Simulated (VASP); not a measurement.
Input of a VASP 6.6.1 run:

Contents of INCAR:

```
PREC = Accurate
ENCUT = 520
EDIFF = 1E-6
ISMEAR = 0
SIGMA = 0.1
LREAL = F
LASPH = T
NELM = 60
ALGO = Fast
ISIF = 2
LWAVE = F
LCHARG = F
GGA = PE
NBANDS = 30
```

File KPOINTS:

```
regular mesh
0
Gamma
  4 4 4
```

File POSCAR:

```
Ca3Ge
1.0
    4.6426012481      0.0000000000      0.0000000000
    0.0000000000      4.6426012481      0.0000000000
    0.0000000000      0.0000000000      4.6426012481
Ca Ge
3 1
Direct
    0.0000000000      0.5000000000      0.5000000000
    0.5000000000      0.0000000000      0.5000000000
    0.5000000000      0.5000000000      0.0000000000
    0.0000000000      0.0000000000      0.0000000000
```

Potentials or basis: VASP PAW PBE potentials, release 64 (Ca_sv, Ge_d).

Command:

```console
$ cat potpaw_PBE.64/Ca_sv/POTCAR potpaw_PBE.64/Ge_d/POTCAR > POTCAR
$ mpirun -np 1 vasp_std > vasp.out
```

Q: Estimate the pressure.

A: 5.6 GPa.

Q: Estimate the band gap on the k mesh.

A: Zero (bands 22 and 23 overlap by 0.30 eV).

Caveat: the cell stands under pressure.
